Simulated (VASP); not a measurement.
Wanted: the native input for a VASP 6.6.1 run.

| Quantity | Value |
| --- | --- |
| Task | single point |
| Functional | r2SCAN |
| Potentials or basis | VASP PAW PBE potentials, release 64 (Si, O) |
| Cutoff | 520 eV |
| k mesh | 6 × 6 × 4 |
| Occupations | gaussian, width 0.02 eV |
| Spin | no spin polarisation |
| Dipole correction | no |
| Further INCAR settings | ALGO = Normal; EDIFF = 1e-07; NBANDS = 44 |

Crystal: SiO2.

```xyz
12
Lattice="4.5974 0.0000 0.0000 0.0000 4.5974 0.0000 0.0000 0.0000 6.0893" Properties=species:S:1:pos:R:3 pbc="T T T"
Si    0.7333    0.7333    0.0000
Si    1.5654    3.0320    4.5669
Si    3.0320    1.5654    1.5223
Si    3.8641    3.8641    3.0446
O     3.1323    3.3176    4.3722
O     1.4651    1.2798    1.3275
O     3.3176    3.1323    1.7171
O     1.0189    3.7638    5.8945
O     1.2798    1.4651    4.7617
O     0.8336    3.5785    3.2394
O     3.7638    1.0189    0.1948
O     3.5785    0.8336    2.8499
```

One way to write it, as run:

POSCAR

```
SiO2
1.0
    4.5974141045      0.0000000000      0.0000000000
    0.0000000000      4.5974141045      0.0000000000
    0.0000000000      0.0000000000      6.0892606596
Si O
4 8
Direct
    0.1594978313      0.1594978313      0.0000000000
    0.3405021687      0.6594978313      0.7500000000
    0.6594978313      0.3405021687      0.2500000000
    0.8405021687      0.8405021687      0.5000000000
    0.6813206687      0.7216190459      0.7180141035
    0.3186793313      0.2783809541      0.2180141035
    0.7216190459      0.6813206687      0.2819858965
    0.2216190459      0.8186793313      0.9680141035
    0.2783809541      0.3186793313      0.7819858965
    0.1813206687      0.7783809541      0.5319858965
    0.8186793313      0.2216190459      0.0319858965
    0.7783809541      0.1813206687      0.4680141035
```

INCAR.step1

```
SYSTEM = SiO2
PREC = Accurate
ENCUT = 520
ISMEAR = 0
SIGMA = 0.02
LREAL = .FALSE.
LASPH = .TRUE.
NELM = 60
NBANDS = 44
GGA = PE
ALGO = Normal
EDIFF = 1E-4
LWAVE = .TRUE.
LCHARG = .FALSE.
```

INCAR.step2

```
SYSTEM = SiO2
PREC = Accurate
ENCUT = 520
EDIFF = 1E-7
ISMEAR = 0
SIGMA = 0.02
LREAL = .FALSE.
LASPH = .TRUE.
NELM = 60
ALGO = Normal
ISIF = 2
LWAVE = .FALSE.
LCHARG = .FALSE.
METAGGA = R2SCAN
LMIXTAU = .TRUE.
NBANDS = 44
ISTART = 1
```

KPOINTS

```
regular mesh
0
G
  6 6 4
  0 0 0
```

Potentials or basis: VASP PAW PBE potentials, release 64 (Si, O).

Run with:

```sh
$ cat potpaw_PBE.64/Si/POTCAR potpaw_PBE.64/O/POTCAR > POTCAR
$ cp INCAR.step1 INCAR
$ mpirun -np 1 vasp_std > vasp.out
$ cp INCAR.step2 INCAR
$ mpirun -np 1 vasp_std > vasp.out
```

Results of the run:

```
Pressure               : 10.4 GPa
Largest force          : 0.035 eV/Å
Band gap on the k mesh : 6.87 eV
```

Caveat: the cell stands under pressure; the PAW data sets were made with another functional, which shifts forces and pressure a little.

It took 12 min on 1 thread of AMD EPYC 7R13 (shared host), peak memory 0.32 GiB.
